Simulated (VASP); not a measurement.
Crystal: Ag.

```
Ag
1.0
     0.00000    3.15598    3.79749
     3.14019    0.00000    3.79749
     3.14019    3.15598    0.00000
Ag
2
Direct
  0.24885 0.24885 0.75115
  0.75115 0.75115 0.24885
```

- Program: VASP 6.6.1
- Task: relaxation of cell and atoms
- Functional: PBE
- Dispersion: D3(BJ)
- Potentials or basis: VASP PAW PBE potentials, release 64 (Ag)
- Cutoff: 600 eV
- k mesh: 4 × 4 × 4
- Occupations: gaussian, width 0.1 eV
- Spin: no spin polarisation

At the start: pressure -7.7 GPa; volume 37.63 Å³/atom.

Problem. How do energy, volume and symmetry change on relaxing?

Solution. Over 16 steps the energy falls by 928.1 meV/atom and the volume is 19.62 Å³/atom (-47.9 %); space group Pm-3m (No. 221, to 0.05 Å).

The path:
| step | energy change (eV) | largest force (eV/Å) | pressure (GPa) | volume (Å³) |
| --- | --- | --- | --- | --- |
| 1 | 0.0000 | 0.0007 | -7.72 | 75.27 |
| 2 | -0.9190 | 0.0063 | -7.23 | 57.16 |
| 3 | -1.1706 | 0.0199 | -2.22 | 48.45 |
| 4 | -1.1712 | 0.0225 | -0.98 | 47.39 |
| 5 | -1.5713 | 0.0030 | 1.58 | 40.87 |
| 6 | 16.1732 | 1.9837 | 328.79 | 22.71 |
| 7 | -1.5973 | 0.0009 | 1.84 | 40.43 |
| 8 | -0.9236 | 0.3224 | 39.07 | 31.32 |
| 9 | -1.6749 | 0.0128 | 3.55 | 39.00 |
| 10 | -1.7208 | 0.0765 | 11.41 | 35.54 |
| 11 | -1.7368 | 0.0383 | 6.58 | 37.18 |
| 12 | -1.7289 | 0.1004 | 2.61 | 38.86 |
| 13 | -1.8447 | 0.0696 | 2.88 | 38.06 |
| 14 | -1.8447 | 0.0702 | 2.91 | 38.08 |
| 15 | -1.8545 | 0.0189 | -0.97 | 39.72 |
| 16 | -1.8562 | 0.0313 | 0.04 | 39.24 |

Final structure:
```xyz
2
Lattice="0.0000 2.6952 2.7006 2.6959 0.0000 2.7006 2.6959 2.6952 0.0000" Properties=species:S:1:pos:R:3 pbc="T T T"
Ag    2.6959    2.6952    1.3478
Ag    2.6959    2.6952    4.0535
```

Caveat: the k points lie up to 0.50 Å⁻¹ apart in the final cell; the volume moved by over 15 % at a fixed basis, so the end points are rough; pairwise dispersion overbinds metals, which lowers pressure and volume.
